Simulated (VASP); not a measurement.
# AlCu3 (I4mm) in VASP: further runs

Runs on AlCu3. Level: PBEsol. Tasks: single point.

Program: VASP 6.6.1. These are calculated values, not measurements. Logs are shortened: lines on timing, memory, paths and dates and some standing lists are left out, and cuts for length are marked.

### Step 1. The cell of the first run

Symmetry: I4mm, No. 107, tetragonal system. Conventional cell: a = 4.078 Å, b = 4.078 Å, c = 5.767 Å, α = 90.00°, β = 90.00°, γ = 90.00°. Al (site symmetry 4mm) has 14 Cu at 2.36 to 3.07 Å within 3.1 Å. Within 3.3 Å of Cu (site symmetry 4mm) lie 8 Cu at 2.46 to 2.53 Å and 6 Al at 2.70 to 3.07 Å. Cu (site symmetry 2mm) has 4 Al at 2.36 to 2.65 Å and 10 Cu at 2.46 to 2.88 Å within 3.1 Å.

### Step 2. Single point, PBEsol (atoms displaced along a vibrational mode)

Input file INCAR:

```
SYSTEM = AlCu3
ALGO = Fast ; EDIFF = 1E-6
ENCUT = 520 ; GGA = PS
ISIF = 2 ; ISMEAR = 0
LASPH = .TRUE. ; LCHARG = .FALSE.
LREAL = .FALSE. ; LWAVE = .FALSE.
NBANDS = 26 ; NELM = 100
PREC = Accurate ; SIGMA = 0.15
```

Input file KPOINTS:

```
k-points
0
G
  14 14 14
  0 0 0
```

Input file POSCAR:

```
AlCu3
1.0
    0.0000000000      2.8834704780      2.8834704780
    2.8834704780      0.0000000000      2.8834704780
    2.8834704780      2.8834704780      0.0000000000
Al Cu
1 3
Direct
    0.0346804314     -0.0346804314     -0.0346804314
    0.5021787612      0.4978212388      0.4978212388
    0.2415479893      0.2584520107      0.2584520107
    0.7415479893      0.7584520107      0.7584520107
```

Potentials or basis: VASP PAW PBE potentials, release 64 (Al, Cu).

The run is started by

```
cat potpaw_PBE.64/Al/POTCAR potpaw_PBE.64/Cu/POTCAR > POTCAR
mpirun -np 1 vasp_std > vasp.out
```

OUTCAR:

```text
SYSTEM = AlCu3
   EDIFF = 1E-6
   ENCUT = 520
   GGA = PS
   ISIF = 2
   ISMEAR = 0
   LASPH = .TRUE.
   LREAL = .FALSE.
   NELM = 100
   PREC = Accurate

 ion  position               nearest neighbor table
   1  0.035  0.965  0.965-   4 2.36   4 2.36   3 2.36   3 2.36   3 2.65   4 2.65   4 2.65   3 2.65
                             2 2.70   2 2.89   2 2.89   2 2.89   2 2.89   2 3.07
   2  0.502  0.498  0.498-   3 2.46   4 2.46   4 2.46   3 2.46   4 2.53   3 2.53   3 2.53   4 2.53
                             1 2.70   1 2.89   1 2.89   1 2.89   1 2.89   1 3.07
   3  0.242  0.258  0.258-   1 2.36   1 2.36   2 2.46   2 2.46   2 2.53   2 2.53   1 2.65   1 2.65

   4  0.742  0.758  0.758-   1 2.36   1 2.36   2 2.46   2 2.46   2 2.53   2 2.53   1 2.65   1 2.65

  LATTYP: Found a face centered cubic cell.
 ALAT       =     5.7669409560

  Lattice vectors:

 A1 = (   0.0000000000,   2.8834704780,   2.8834704780)
 A2 = (   2.8834704780,   0.0000000000,   2.8834704780)
 A3 = (   2.8834704780,   2.8834704780,   0.0000000000)

Analysis of symmetry for initial positions (statically):
=====================================================================
 Subroutine PRICEL returns:
 Original cell was already a primitive cell.

 Routine SETGRP: Setting up the symmetry group for a
 face centered cubic supercell.

 Subroutine GETGRP returns: Found  8 space group operations
 (whereof  8 operations were pure point group operations)
 out of a pool of 48 trial point group operations.

The static configuration has the point symmetry C_4v.

Analysis of symmetry for dynamics (positions and initial velocities):
=====================================================================
 Subroutine PRICEL returns:
 Original cell was already a primitive cell.

 Routine SETGRP: Setting up the symmetry group for a
 face centered cubic supercell.

 Subroutine GETGRP returns: Found  8 space group operations
 (whereof  8 operations were pure point group operations)
 out of a pool of 48 trial point group operations.

The dynamic configuration has the point symmetry C_4v.

 Subroutine INISYM returns: Found  8 space group operations
 (whereof  8 operations are pure point group operations),
 and found     1 'primitive' translations

----------------------------------------------------------------------------------------

                                     Primitive cell

  volume of cell :      47.9487

  direct lattice vectors                    reciprocal lattice vectors
     0.000000000  2.883470478  2.883470478    -0.173402157  0.173402157  0.173402157
     2.883470478  0.000000000  2.883470478     0.173402157 -0.173402157  0.173402157
     2.883470478  2.883470478  0.000000000     0.173402157  0.173402157 -0.173402157

  length of vectors
     4.077843057  4.077843057  4.077843057     0.300341346  0.300341346  0.300341346

  position of ions in fractional coordinates (direct lattice)
     0.034680431  0.965319569  0.965319569
     0.502178761  0.497821239  0.497821239
     0.241547989  0.258452011  0.258452011
     0.741547989  0.758452011  0.758452011

  ion indices of the primitive-cell ions
   primitive index   ion index
                 1           1
                 2           2
                 3           3
                 4           4

----------------------------------------------------------------------------------------

 KPOINTS: k-points

Automatic generation of k-mesh.
 Grid dimensions read from file:
 generate k-points for:   14   14   14

 Generating k-lattice:

  Cartesian coordinates                     Fractional coordinates (reciprocal lattice)
    -0.012385868  0.012385868  0.012385868     0.071428571  0.000000000  0.000000000
     0.012385868 -0.012385868  0.012385868     0.000000000  0.071428571  0.000000000
     0.012385868  0.012385868 -0.012385868     0.000000000  0.000000000  0.071428571

  Length of vectors
     0.021452953  0.021452953  0.021452953

  Shift w.r.t. Gamma in fractional coordinates (k-lattice)
     0.000000000  0.000000000  0.000000000

 Subroutine IBZKPT returns following result:
 ===========================================

 Found    244 irreducible k-points:

 Following reciprocal coordinates:
            Coordinates               Weight
  0.000000  0.000000  0.000000      1.000000
  0.071429  0.000000  0.000000      8.000000
  0.142857  0.000000  0.000000      8.000000
  0.214286  0.000000  0.000000      8.000000
  0.285714  0.000000  0.000000      8.000000
  0.357143  0.000000  0.000000      8.000000
[... 16 lines left out ...]
 -0.428571  0.071429  0.000000     16.000000
  0.000000 -0.428571  0.071429      8.000000
 [... further k-points ...]
   k-points           NKPTS =    244   k-points in BZ     NKDIM =    244   number of bands    NBANDS=     26
   number of dos      NEDOS =    301   number of ions     NIONS =      4
   total plane-waves  NPLWV =  27000
   dimension x,y,z NGX =    30 NGY =   30 NGZ =   30
   dimension x,y,z NGXF=    60 NGYF=   60 NGZF=   60
   ions per type =               1   3
   NGX,Y,Z   is equivalent  to a cutoff of  12.23, 12.23, 12.23 a.u.
   NGXF,Y,Z  is equivalent  to a cutoff of  24.46, 24.46, 24.46 a.u.
 SYSTEM =  AlCu3
   PREC   = accura    normal or accurate (medium, high low for compatibility)
   ISTART =      0    job   : 0-new  1-cont  2-samecut
   ICHARG =      2    charge: 1-file 2-atom 10-const
   ISPIN  =      1    spin polarized calculation?
   LNONCOLLINEAR =      F non collinear calculations
   LSORBIT =      F    spin-orbit coupling
   LASPH  =      T    aspherical Exc in radial PAW
   ENCUT  =  520.0 eV  38.22 Ry    6.18 a.u.   7.58  7.58  7.58*2*pi/ulx,y,z
   NELM   =    100;   NELMIN=  2; NELMDL= -5     # of ELM steps
   EDIFF  = 0.1E-05   stopping-criterion for ELM
   LREAL  =      F    real-space projection
   EDIFFG = 0.1E-04   stopping-criterion for IOM
   NSW    =      0    number of steps for IOM
   IBRION =     -1    ionic relax: 0-MD 1-quasi-New 2-CG
   NFREE  =      0    steps in history (QN), initial steepest desc. (CG)
   ISIF   =      2    stress and relaxation
   ISYM   =      2    0-nonsym 1-usesym 2-fastsym
   POTIM  = 0.5000    time-step for ionic-motion
   TEBEG  =    0.0;   TEEND  =   0.0 temperature during run
   PSTRESS=    0.0 pullay stress
   NELECT =      36.0000    total number of electrons
   NUPDOWN=      -1.0000    fix difference up-down
   EMIN   =  10.00;   EMAX   =-10.00  energy-range for DOS
   EFERMI =   0.00;   METHOD = LEGACY
   ISMEAR =     0;   SIGMA  =   0.15  broadening in eV -4-tet -1-fermi 0-gaus
   EFERMI_NEDOS =   21; number of points for ismear=-14 and -15
   IALGO  =     68    algorithm
   IMIX   =      4    mixing-type and parameters
     AMIX     =   0.40;   BMIX     =  1.00
     AMIX_MAG =   1.60;   BMIX_MAG =  1.00
  volume/ion in A,a.u.               =      11.99        80.89
  Fermi-wavevector in a.u.,A,eV,Ry     =   1.487933  2.811786 30.122561  2.213946
  Thomas-Fermi vector in A             =   2.601032
   LORBIT       =      0    0 simple, 1 ext, 2 COOP (PROOUT), +10 PAW based schemes
   GGA     = PS    functional components
   LHFCALC =     F    Hartree Fock is set to
   AEXX    =    0.0000 exact exchange contribution
   IVDW    =     0    specifies the selected vdW correction
   LEPSILON=     F    determine dielectric tensor
   LRPA    =     F    only Hartree local field effects (RPA)
 non-spin polarized calculation
 RMM-DIIS sequential band-by-band and
 Gauss-broadening in eV      SIGMA  =   0.15
  energy-cutoff  :      520.00
  volume of cell :       47.95
 maximum number of plane-waves:      1309
   NGX = 15   NGY = 15   NGZ = 15

 number of electron      35.9999988 magnetization

 Free energy of the ion-electron system (eV)
  ---------------------------------------------------
  ext. energy  EPLUGINS =         0.00000000
  ---------------------------------------------------
  free energy    TOTEN  =       -17.50430355 eV

  energy without entropy =      -17.49217852  energy(sigma->0) =      -17.49824104

 E-fermi :   8.6285     XC(G=0): -12.4880

 val. band max:        8.6249648671   @ k =   0.1429   0.0714   0.2857
 cond. band min:       8.6476215371   @ k =   0.3571   0.2143   0.0000
 fundamental gap:      0.0226566699
 Fermi energy:         8.6285133085

 k-point     1 :       0.0000    0.0000    0.0000
  band No.  band energies     occupation
      1      -2.0755      2.00000
      2       3.6718      2.00000
      3       3.8020      2.00000
      4       3.9223      2.00000
      5       3.9223      2.00000
      6       4.0471      2.00000
[... 18 lines left out ...]
     25      15.3500      0.00000
     26      15.4211      0.00000

 k-point     2 :       0.0714    0.0000    0.0000
  band No.  band energies     occupation
      1      -2.0046      2.00000
      2       3.6697      2.00000
      3       3.7857      2.00000
      4       3.9063      2.00000
      5       3.9692      2.00000
      6       4.0667      2.00000
[... 18 lines left out ...]
     25      15.1928      0.00000
     26      15.3064      0.00000

 k-point     3 :       0.1429    0.0000    0.0000
  band No.  band energies     occupation
      1      -1.7929      2.00000
      2       3.6596      2.00000
      3       3.7749      2.00000
      4       3.8552      2.00000
      5       4.0677      2.00000
      6       4.1322      2.00000
[... 18 lines left out ...]
     25      14.9586      0.00000
     26      15.5305      0.00000

 k-point     4 :       0.2143    0.0000    0.0000
  band No.  band energies     occupation
      1      -1.4441      2.00000
      2       3.5837      2.00000
      3       3.7904      2.00000
      4       3.8135      2.00000
      5       4.1840      2.00000
      6       4.2267      2.00000
[... 18 lines left out ...]
     25      15.4117      0.00000
     26      16.2613      0.00000
[... 496 lines left out ...]
      1       0.8117      2.00000
      2       1.5876      2.00000
      3       3.9025      2.00000
      4       3.9773      2.00000
      5       4.3490      2.00000
      6       4.4317      2.00000
[... 18 lines left out ...]
     25      19.0687      0.00000
     26      20.3238      0.00000

 k-point    23 :      -0.4286    0.0714    0.0000
  band No.  band energies     occupation
      1       0.6032      2.00000
      2       1.8062      2.00000
      3       3.9060      2.00000
      4       3.9605      2.00000
      5       4.3191      2.00000
      6       4.4422      2.00000
[... 18 lines left out ...]
     25      18.5589      0.00000
     26      20.0400      0.00000

 k-point    24 :       0.0000   -0.4286    0.0714
  band No.  band energies     occupation
      1       0.6059      2.00000
      2       1.8021      2.00000
      3       3.9207      2.00000
      4       3.9457      2.00000
      5       4.3372      2.00000
      6       4.4427      2.00000
[... 18 lines left out ...]
     25      18.5421      0.00000
     26      20.0136      0.00000

 [... further k-points ...]

------------------------ aborting loop because EDIFF is reached ----------------------------------------

  FORCE on cell =-STRESS in cart. coord.  units (eV):
  Direction    XX          YY          ZZ          XY          YZ          ZX
  --------------------------------------------------------------------------------------
  -------------------------------------------------------------------------------------
  Total        0.5419888      1.0903714      1.0903714     -0.0000000      0.0000000      0.0000000
  in kB       18.1102453     36.4341400     36.4341400     -0.0000000      0.0000000      0.0000000
  external PRESSURE =      30.3261751 kB  Pullay stress =       0.0000000 kB

 VOLUME and BASIS-vectors are now :
 -----------------------------------------------------------------------------
  energy-cutoff  :      520.00
  volume of cell :       47.95
      direct lattice vectors                 reciprocal lattice vectors
     0.000000000  2.883470478  2.883470478    -0.173402157  0.173402157  0.173402157
     2.883470478  0.000000000  2.883470478     0.173402157 -0.173402157  0.173402157
     2.883470478  2.883470478  0.000000000     0.173402157  0.173402157 -0.173402157

 POSITION                                       TOTAL-FORCE (eV/Angst)
 -----------------------------------------------------------------------------------
      5.56694      2.88347      2.88347         1.767755      0.000000      0.000000
      2.87091      2.88347      2.88347         0.229341      0.000000      0.000000
      1.49048      1.44174      1.44174        -0.998548      0.000000      0.000000
      4.37395      4.32521      4.32521        -0.998548      0.000000      0.000000
 -----------------------------------------------------------------------------------
    total drift:                               -0.000849      0.000002      0.000003

  FREE ENERGIE OF THE ION-ELECTRON SYSTEM (eV)
  ---------------------------------------------------
  free  energy   TOTEN  =       -17.5043035542 eV

  energy  without entropy=      -17.4921785191  energy(sigma->0) =      -17.49824104
```

It took 2.8 min on 1 thread of Intel Xeon 6975P-C (Granite Rapids), shared host; peak memory 0.34 GiB.

Results:

| Property | Result |
| --- | --- |
| Free energy | -17.5043 eV |
| Pressure | 3.0 GPa |
| Largest force | 1.768 eV/Å |
| Band gap on the k mesh | zero (bands 18 and 19 overlap by 5.46 eV) |

Forces on the atoms (eV/Å):
```
Al   1.768  0.000  0.000
Cu   0.229  0.000  0.000
Cu  -0.999  0.000  0.000
Cu  -0.999  0.000  0.000
```

Stress tensor (GPa, compression positive):
```
1.81 0.00 0.00
0.00 3.64 0.00
0.00 0.00 3.64
```

Caveat: the cell differs from its parent crystal (atoms displaced along a vibrational mode); the cell stands under pressure; the PAW data sets were made with another functional, which shifts forces and pressure a little.

### Step 3. Single point, PBEsol (atoms displaced along a vibrational mode)

Input file INCAR:

```
PREC     = Accurate       # precision mode
ENCUT    = 520            # plane-wave cutoff, eV
EDIFF    = 1E-6           # SCF threshold, eV
ISMEAR   = 0              # smearing method
SIGMA    = 0.15           # smearing width, eV
LREAL    = False          # projectors in reciprocal space
LASPH    = True           # aspherical terms in the spheres
NELM     = 100            # most SCF steps
ALGO     = Fast           # electronic algorithm
ISIF     = 2              # what is computed and relaxed
LWAVE    = False          # write WAVECAR
LCHARG   = True           # write CHGCAR
GGA      = PS             # functional
LELF     = True           # ELF
LVHAR    = True         
NBANDS   = 26             # bands
```

Input file KPOINTS:

```
regular mesh
0
Gamma
  14 14 14
```

Input file POSCAR:

```
AlCu3
1.0
    0.0000000000      2.8834704780      2.8834704780
    2.8834704780      0.0000000000      2.8834704780
    2.8834704780      2.8834704780      0.0000000000
Al Cu
1 3
Direct
   -0.0260103235      0.0260103235      0.0260103235
    0.4983659291      0.5016340709      0.5016340709
    0.2563390081      0.2436609919      0.2436609919
    0.7563390081      0.7436609919      0.7436609919
```

Potentials or basis: VASP PAW PBE potentials, release 64 (Al, Cu).

The run is started by

```
cat potpaw_PBE.64/Al/POTCAR potpaw_PBE.64/Cu/POTCAR > POTCAR
mpirun -np 1 vasp_std > vasp.out
```

It took 3 min on 1 thread of Intel Xeon 6975P-C (Granite Rapids), shared host; peak memory 0.35 GiB.

Results (log left out):

```yaml
Free_energy: -17.6036 eV
Pressure: 2.0 GPa
Largest_force: 1.326 eV/Å
Band_gap_on_the_k_mesh: zero (bands 18 and 19 overlap by 5.61 eV)
```

Forces in eV/Å, atoms in the order of the input:
```
Al  -1.326  0.000  0.000
Cu  -0.181  0.000  0.000
Cu   0.753  0.000  0.000
Cu   0.753  0.000  0.000
```

Stress tensor (GPa, compression positive):
```
1.28 0.00 0.00
0.00 2.31 0.00
0.00 0.00 2.31
```

Levels at points of the mesh, in eV from the Fermi level:
| k point | band 16 | band 17 | band 18 | band 19 | band 20 | band 21 |
| --- | --- | --- | --- | --- | --- | --- |
| (0.00, 0.00, 0.00) | -2.55 | 3.45 | 3.45 | 3.74 | 4.07 | 4.40 |
| (0.50, 0.00, 0.00) | -2.50 | -2.21 | 2.52 | 2.53 | 2.99 | 3.01 |
| (0.50, 0.50, 0.00) | -2.36 | -2.19 | -2.17 | -2.16 | 1.94 | 2.29 |
| (0.00, 0.50, 0.50) | -2.39 | -2.18 | -2.18 | -2.15 | 1.94 | 2.32 |

Caveat: the cell differs from its parent crystal (atoms displaced along a vibrational mode); the PAW data sets were made with another functional, which shifts forces and pressure a little.

(Continued in part 2 of 2.)

The gap in the log of VASP goes by the Fermi energy; the results here count the filled bands.